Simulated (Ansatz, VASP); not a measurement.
# One calculation of Ta, two programs

```
Ta
1.0
    -1.64113    1.64113    1.64113
     1.64113   -1.64113    1.64113
     1.64113    1.64113   -1.64113
Ta
1
Direct
  0.00000 0.00000 0.00000
```

Alike in both runs: functional PBEsol; k mesh 23 × 23 × 23; no spin polarisation.

Ansatz relaxed the structure, and its values are those at the end. VASP's run is a single point on that final structure, the one shown.

|  | VASP | Ansatz |
| --- | --- | --- |
| version | VASP 6.6.1 | Ansatz 0.2.0 |
| potentials or method | VASP PAW PBE potentials, release 64 (Ta_pv) | plane-wave PAW, scalar-relativistic |
| plane-wave cutoff (eV) | 520 | 420 |
| occupations | methfessel-paxton of order 1, width 0.1 eV | cold, width 0.1 eV |
| valence electrons in the cell | 11 | 13 |

|  | VASP | Ansatz | Ansatz less VASP |
| --- | --- | --- | --- |
| pressure (GPa) | 0.2 | 0.0 | -0.18 |

VASP's potentials were made for PBE, not for PBEsol, and Ansatz warns of the same on its side. VASP's potentials hold 11 valence electrons a cell and Ansatz's 13, so a difference there can come from the potentials and not from the codes.

Neither program's run includes spin-orbit coupling.
